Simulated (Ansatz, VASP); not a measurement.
**Ni in VASP and in Ansatz**

```
CELL_PARAMETERS angstrom
0.00000 1.76795 1.71491
1.76795 0.00000 1.71491
1.76795 1.76795 0.00000
ATOMIC_POSITIONS crystal
Ni 0.00000 0.00000 0.00000
```

Change from the starting cell: strain +0.000 along x and y, -0.030 along z, atoms carried along.

Alike in both runs: task single point; functional PBE; k mesh 22 × 22 × 22; occupations gaussian, width 0.15 eV; collinear spin.

```csv
,VASP,Ansatz
version,VASP 6.6.1,Ansatz 0.2.0
potentials or method,"VASP PAW PBE potentials, release 64 (Ni), cutoff 520 eV","scalar-relativistic, plane waves, PAW"
valence electrons in the cell,10,18
```

```csv
,VASP,Ansatz,Ansatz less VASP
gap on the k mesh at the Fermi level (eV),none,none,-
pressure (GPa),3.3,3.5,+0.14
"traceless stress, the component that is largest in VASP (GPa)",2.25,2.36,+0.112
net moment per atom (μB),0.63,0.64,+0.013
size of the moment on the site where the two differ most (μB),0.64,0.68,+0.040
```

Site moments also hang on the region over which each program counts them. A gap of «none» marks a metal or a gap that the smearing closes. VASP's potentials hold 10 valence electrons a cell and Ansatz's 18, so a difference there can come from the potentials and not from the codes.
